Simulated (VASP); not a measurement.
# PbO (Pbcm) in VASP: single point with PBEsol

Aim: the single point of PbO with PBEsol.

Program: VASP 6.6.1. These are calculated values, not measurements. Logs are shortened: lines on timing, memory, paths and dates and some standing lists are left out, and cuts for length are marked.

### 1 The cell of the first run

The structure is orthorhombic, space group Pbcm (No. 57). The conventional cell has a = 5.893 Å, b = 5.490 Å, c = 4.753 Å, α = 90.00°, β = 90.00°, γ = 90.00°. Pb (site symmetry m) has 4 O at 2.22 to 2.48 Å within 2.9 Å. O (site symmetry m) has 4 Pb at 2.22 to 2.48 Å within 2.9 Å.

### 2 Single point, PBEsol

INCAR reads:

```
PREC = Accurate
ENCUT = 520
EDIFF = 1E-6
ISMEAR = 0
SIGMA = 0.1
LREAL = False
LASPH = True
NELM = 80
ALGO = Normal
ISIF = 2
LWAVE = False
LCHARG = False
GGA = PS
NBANDS = 50
```

KPOINTS reads:

```
Automatic mesh
0
Gamma
  4 4 4
```

POSCAR reads:

```
PbO
1.0
    5.8931000000      0.0000000000      0.0000000000
    0.0000000000      5.4904000000      0.0000000000
    0.0000000000      0.0000000000      4.7528000000
Pb O
4 4
Direct
    0.2297000000      0.9884000000      0.2500000000
    0.7703000000      0.0116000000      0.7500000000
    0.2297000000      0.5116000000      0.7500000000
    0.7703000000      0.4884000000      0.2500000000
    0.8653000000      0.0917000000      0.2500000000
    0.1347000000      0.9083000000      0.7500000000
    0.8653000000      0.4083000000      0.7500000000
    0.1347000000      0.5917000000      0.2500000000
```

Potentials or basis: VASP PAW PBE potentials, release 64 (Pb_d, O).

The run is started by

```
$ cat potpaw_PBE.64/Pb_d/POTCAR potpaw_PBE.64/O/POTCAR > POTCAR
$ mpirun -np 1 vasp_std > vasp.out
```

OUTCAR:

```text
PREC = Accurate
   ENCUT = 520
   EDIFF = 1E-6
   ISMEAR = 0
   LREAL = False
   LASPH = True
   NELM = 80
   ISIF = 2
   GGA = PS

 ion  position               nearest neighbor table
   1  0.230  0.988  0.250-   5 2.22   8 2.25   6 2.48   6 2.48   3 3.54   3 3.54   2 3.60   2 3.60
                             3 3.73   3 3.73   4 3.86   4 3.86   2 3.98   2 3.98
   2  0.770  0.012  0.750-   6 2.22   7 2.25   5 2.48   5 2.48   4 3.54   4 3.54   1 3.60   1 3.60
                             4 3.73   4 3.73   3 3.86   3 3.86   1 3.98   1 3.98
   3  0.230  0.512  0.750-   7 2.22   6 2.25   8 2.48   8 2.48   1 3.54   1 3.54   4 3.60   4 3.60
                             1 3.73   1 3.73   2 3.86   2 3.86   4 3.98   4 3.98
   4  0.770  0.488  0.250-   8 2.22   5 2.25   7 2.48   7 2.48   2 3.54   2 3.54   3 3.60   3 3.60
                             2 3.73   2 3.73   1 3.86   1 3.86   3 3.98   3 3.98
   5  0.865  0.092  0.250-   1 2.22   4 2.25   2 2.48   2 2.48
   6  0.135  0.908  0.750-   2 2.22   3 2.25   1 2.48   1 2.48
   7  0.865  0.408  0.750-   3 2.22   2 2.25   4 2.48   4 2.48
   8  0.135  0.592  0.250-   4 2.22   1 2.25   3 2.48   3 2.48

  LATTYP: Found a simple orthorhombic cell.
 ALAT       =     4.7528000000
 B/A-ratio  =     1.1551927285
 C/A-ratio  =     1.2399217303

  Lattice vectors:

 A1 = (   0.0000000000,   0.0000000000,  -4.7528000000)
 A2 = (   0.0000000000,   5.4904000000,   0.0000000000)
 A3 = (   5.8931000000,   0.0000000000,   0.0000000000)

Analysis of symmetry for initial positions (statically):
=====================================================================
 Subroutine PRICEL returns:
 Original cell was already a primitive cell.

 Routine SETGRP: Setting up the symmetry group for a
 simple orthorhombic supercell.

 Subroutine GETGRP returns: Found  8 space group operations
 (whereof  2 operations were pure point group operations)
 out of a pool of  8 trial point group operations.

The static configuration has the point symmetry S_2 .
 The point group associated with its full space group is D_2h.

Analysis of symmetry for dynamics (positions and initial velocities):
=====================================================================
 Subroutine PRICEL returns:
 Original cell was already a primitive cell.

 Routine SETGRP: Setting up the symmetry group for a
 simple orthorhombic supercell.

 Subroutine GETGRP returns: Found  8 space group operations
 (whereof  2 operations were pure point group operations)
 out of a pool of  8 trial point group operations.

The dynamic configuration has the point symmetry S_2 .
 The point group associated with its full space group is D_2h.

 Subroutine INISYM returns: Found  8 space group operations
 (whereof  2 operations are pure point group operations),
 and found     1 'primitive' translations

----------------------------------------------------------------------------------------

                                     Primitive cell

  volume of cell :     153.7791

  direct lattice vectors                    reciprocal lattice vectors
     5.893100000  0.000000000  0.000000000     0.169689976  0.000000000  0.000000000
     0.000000000  5.490400000  0.000000000     0.000000000  0.182136092  0.000000000
     0.000000000  0.000000000  4.752800000     0.000000000  0.000000000  0.210402289

  length of vectors
     5.893100000  5.490400000  4.752800000     0.169689976  0.182136092  0.210402289

  position of ions in fractional coordinates (direct lattice)
     0.229700000  0.988400000  0.250000000
     0.770300000  0.011600000  0.750000000
     0.229700000  0.511600000  0.750000000
     0.770300000  0.488400000  0.250000000
     0.865300000  0.091700000  0.250000000
     0.134700000  0.908300000  0.750000000
     0.865300000  0.408300000  0.750000000
     0.134700000  0.591700000  0.250000000

  ion indices of the primitive-cell ions
   primitive index   ion index
                 1           1
                 2           2
                 3           3
                 4           4
                 5           5
                 6           6
                 7           7
                 8           8

----------------------------------------------------------------------------------------

 KPOINTS: Automatic mesh

Automatic generation of k-mesh.
 Grid dimensions read from file:
 generate k-points for:    4    4    4

 Generating k-lattice:

  Cartesian coordinates                     Fractional coordinates (reciprocal lattice)
     0.042422494  0.000000000  0.000000000     0.250000000  0.000000000  0.000000000
     0.000000000  0.045534023  0.000000000     0.000000000  0.250000000  0.000000000
     0.000000000  0.000000000  0.052600572     0.000000000  0.000000000  0.250000000

  Length of vectors
     0.042422494  0.045534023  0.052600572

  Shift w.r.t. Gamma in fractional coordinates (k-lattice)
     0.000000000  0.000000000  0.000000000

 Subroutine IBZKPT returns following result:
 ===========================================

 Found     27 irreducible k-points:

 Following reciprocal coordinates:
            Coordinates               Weight
  0.000000  0.000000  0.000000      1.000000
  0.250000  0.000000  0.000000      2.000000
  0.500000  0.000000  0.000000      1.000000
  0.000000  0.250000  0.000000      2.000000
  0.250000  0.250000  0.000000      4.000000
  0.500000  0.250000  0.000000      2.000000
[... 16 lines left out ...]
  0.250000  0.250000  0.500000      4.000000
  0.500000  0.250000  0.500000      2.000000
 [... further k-points ...]
   k-points           NKPTS =     27   k-points in BZ     NKDIM =     27   number of bands    NBANDS=     50
   number of dos      NEDOS =    301   number of ions     NIONS =      8
   total plane-waves  NPLWV =  72576
   dimension x,y,z NGX =    48 NGY =   42 NGZ =   36
   dimension x,y,z NGXF=    96 NGYF=   84 NGZF=   72
   ions per type =               4   4
   NGX,Y,Z   is equivalent  to a cutoff of  13.54, 12.72, 12.59 a.u.
   NGXF,Y,Z  is equivalent  to a cutoff of  27.08, 25.43, 25.18 a.u.
 SYSTEM =  unknown system
   PREC   = accura    normal or accurate (medium, high low for compatibility)
   ISTART =      0    job   : 0-new  1-cont  2-samecut
   ICHARG =      2    charge: 1-file 2-atom 10-const
   ISPIN  =      1    spin polarized calculation?
   LNONCOLLINEAR =      F non collinear calculations
   LSORBIT =      F    spin-orbit coupling
   LASPH  =      T    aspherical Exc in radial PAW
   ENCUT  =  520.0 eV  38.22 Ry    6.18 a.u.  10.96 10.21  8.84*2*pi/ulx,y,z
   NELM   =     80;   NELMIN=  2; NELMDL= -5     # of ELM steps
   EDIFF  = 0.1E-05   stopping-criterion for ELM
   LREAL  =      F    real-space projection
   EDIFFG = 0.1E-04   stopping-criterion for IOM
   NSW    =      0    number of steps for IOM
   IBRION =     -1    ionic relax: 0-MD 1-quasi-New 2-CG
   NFREE  =      0    steps in history (QN), initial steepest desc. (CG)
   ISIF   =      2    stress and relaxation
   ISYM   =      2    0-nonsym 1-usesym 2-fastsym
   POTIM  = 0.5000    time-step for ionic-motion
   TEBEG  =    0.0;   TEEND  =   0.0 temperature during run
   PSTRESS=    0.0 pullay stress
   NELECT =      80.0000    total number of electrons
   NUPDOWN=      -1.0000    fix difference up-down
   EMIN   =  10.00;   EMAX   =-10.00  energy-range for DOS
   EFERMI =   0.00;   METHOD = LEGACY
   ISMEAR =     0;   SIGMA  =   0.10  broadening in eV -4-tet -1-fermi 0-gaus
   EFERMI_NEDOS =   21; number of points for ismear=-14 and -15
   IALGO  =     38    algorithm
   IMIX   =      4    mixing-type and parameters
     AMIX     =   0.40;   BMIX     =  1.00
     AMIX_MAG =   1.60;   BMIX_MAG =  1.00
  volume/ion in A,a.u.               =      19.22       129.72
  Fermi-wavevector in a.u.,A,eV,Ry     =   1.316656  2.488119 23.586835  1.733583
  Thomas-Fermi vector in A             =   2.446753
   LORBIT       =      0    0 simple, 1 ext, 2 COOP (PROOUT), +10 PAW based schemes
   GGA     = PS    functional components
   LHFCALC =     F    Hartree Fock is set to
   AEXX    =    0.0000 exact exchange contribution
   IVDW    =     0    specifies the selected vdW correction
   LEPSILON=     F    determine dielectric tensor
   LRPA    =     F    only Hartree local field effects (RPA)
 non-spin polarized calculation
 Gauss-broadening in eV      SIGMA  =   0.10
  energy-cutoff  :      520.00
  volume of cell :      153.78
 maximum number of plane-waves:      4166
 NGX is ok and might be reduce to    48
   NGX = 21   NGY = 21   NGZ = 17

 number of electron      79.9999966 magnetization

 Free energy of the ion-electron system (eV)
  ---------------------------------------------------
  ext. energy  EPLUGINS =         0.00000000
  ---------------------------------------------------
  free energy    TOTEN  =       -45.62672637 eV

  energy without entropy =      -45.62672637  energy(sigma->0) =      -45.62672637

 E-fermi :   5.0617     XC(G=0): -10.3055

 val. band max:        4.6325446069   @ k =   0.5000   0.0000   0.0000
 cond. band min:       6.9787281025   @ k =   0.5000   0.5000   0.2500
 fundamental gap:      2.3461834956
 Fermi energy:         5.0617193341

 k-point     1 :       0.0000    0.0000    0.0000
  band No.  band energies     occupation
      1     -13.0103      2.00000
      2     -12.8826      2.00000
      3     -12.7764      2.00000
      4     -12.6737      2.00000
      5     -10.7942      2.00000
      6     -10.7317      2.00000
[... 42 lines left out ...]
     49      12.4971      0.00000
     50      12.7413      0.00000

 k-point     2 :       0.2500    0.0000    0.0000
  band No.  band energies     occupation
      1     -12.9971      2.00000
      2     -12.8760      2.00000
      3     -12.7672      2.00000
      4     -12.6639      2.00000
      5     -10.7888      2.00000
      6     -10.7329      2.00000
[... 42 lines left out ...]
     49      11.9601      0.00000
     50      12.3350      0.00000

 k-point     3 :       0.5000    0.0000    0.0000
  band No.  band energies     occupation
      1     -12.9837      2.00000
      2     -12.8692      2.00000
      3     -12.7579      2.00000
      4     -12.6539      2.00000
      5     -10.7821      2.00000
      6     -10.7395      2.00000
[... 42 lines left out ...]
     49      11.3953      0.00000
     50      11.9028      0.00000

 k-point     4 :       0.0000    0.2500    0.0000
  band No.  band energies     occupation
      1     -12.9683      2.00000
      2     -12.8835      2.00000
      3     -12.7355      2.00000
      4     -12.6643      2.00000
      5     -10.7549      2.00000
      6     -10.7189      2.00000
[... 999 lines left out ...]
 k-point    23 :       0.2500    0.2500    0.5000
  band No.  band energies     occupation
      1     -12.6762      2.00000
      2     -12.6762      2.00000
      3     -12.6510      2.00000
      4     -12.6510      2.00000
      5     -10.7125      2.00000
      6     -10.7125      2.00000
[... 42 lines left out ...]
     49      11.7392      0.00000
     50      11.7392      0.00000

 k-point    24 :       0.5000    0.2500    0.5000
  band No.  band energies     occupation
      1     -12.6704      2.00000
      2     -12.6704      2.00000
      3     -12.6435      2.00000
      4     -12.6435      2.00000
      5     -10.7213      2.00000
      6     -10.7213      2.00000
[... 42 lines left out ...]
     49      12.4204      0.00000
     50      12.4960      0.00000

 [... further k-points ...]
[... 5 lines left out ...]
  --------------------------------------------------------------------------------------
  -------------------------------------------------------------------------------------
  Total        1.1975199      1.0043699     -0.5798120      0.0000000      0.0000000      0.0000000
  in kB       12.4765925     10.4642216     -6.0408830      0.0000000      0.0000000      0.0000000
  external PRESSURE =       5.6333104 kB  Pullay stress =       0.0000000 kB

 VOLUME and BASIS-vectors are now :
 -----------------------------------------------------------------------------
  energy-cutoff  :      520.00
  volume of cell :      153.78
      direct lattice vectors                 reciprocal lattice vectors
     5.893100000  0.000000000  0.000000000     0.169689976  0.000000000  0.000000000
     0.000000000  5.490400000  0.000000000     0.000000000  0.182136092  0.000000000
     0.000000000  0.000000000  4.752800000     0.000000000  0.000000000  0.210402289

 POSITION                                       TOTAL-FORCE (eV/Angst)
 -----------------------------------------------------------------------------------
      1.35365      5.42671      1.18820         0.138386      0.060865      0.000000
      4.53945      0.06369      3.56460        -0.138386     -0.060865      0.000000
      1.35365      2.80889      3.56460         0.138386     -0.060865      0.000000
      4.53945      2.68151      1.18820        -0.138386      0.060865      0.000000
      5.09930      0.50347      1.18820        -0.127213     -0.078073      0.000000
      0.79380      4.98693      3.56460         0.127213      0.078073     -0.000000
      5.09930      2.24173      3.56460        -0.127213      0.078073     -0.000000
      0.79380      3.24867      1.18820         0.127213     -0.078073      0.000000
 -----------------------------------------------------------------------------------
    total drift:                                0.000000      0.000000      0.000000

  FREE ENERGIE OF THE ION-ELECTRON SYSTEM (eV)
  ---------------------------------------------------
  free  energy   TOTEN  =       -45.6267263658 eV

  energy  without entropy=      -45.6267263657  energy(sigma->0) =      -45.62672637
```

It took 2.5 min on 1 thread of AMD EPYC 7R13 (Zen 3), shared host; peak memory 0.31 GiB.

Results:

```yaml
Free_energy: -45.6267 eV
Pressure: 0.6 GPa
Largest_force: 0.151 eV/Å
Band_gap_on_the_k_mesh: 2.35 eV, indirect (least direct gap 2.63 eV)
```

Forces in eV/Å, atoms in the order of the input:
```
Pb   0.138  0.061  0.000
Pb  -0.138 -0.061  0.000
Pb   0.138 -0.061  0.000
Pb  -0.138  0.061  0.000
O   -0.127 -0.078  0.000
O    0.127  0.078  0.000
O   -0.127  0.078  0.000
O    0.127 -0.078  0.000
```

Stress tensor (GPa, compression positive):
```
 1.25  0.00  0.00
 0.00  1.05  0.00
 0.00  0.00 -0.60
```

Levels at points of the mesh, in eV from the valence-band top:
```tsv
k point	band 37	band 38	band 39	band 40	band 41	band 42	band 43	band 44
(0.00, 0.00, 0.00)	-1.27	-1.24	-0.37	-0.01	3.35	3.87	4.54	5.32
(0.50, 0.00, 0.00)	-1.32	-0.61	-0.49	0.00	2.77	3.16	3.65	4.90
(0.00, 0.50, 0.00)	-0.97	-0.97	-0.19	-0.19	4.09	4.09	4.91	4.91
(0.50, 0.50, 0.00)	-0.64	-0.64	-0.49	-0.49	3.10	3.10	4.11	4.11
(0.00, 0.00, 0.50)	-0.84	-0.84	-0.26	-0.26	4.13	4.13	4.85	4.85
(0.50, 0.00, 0.50)	-0.50	-0.50	-0.39	-0.39	3.14	3.14	3.66	3.66
(0.00, 0.50, 0.50)	-0.78	-0.78	-0.78	-0.78	3.38	3.38	3.38	3.38
(0.50, 0.50, 0.50)	-0.54	-0.54	-0.54	-0.54	2.47	2.47	2.47	2.47
```

Caveat: the PAW data sets were made with another functional, which shifts forces and pressure a little; spin-orbit coupling is left out, which moves the levels of the heavy elements.
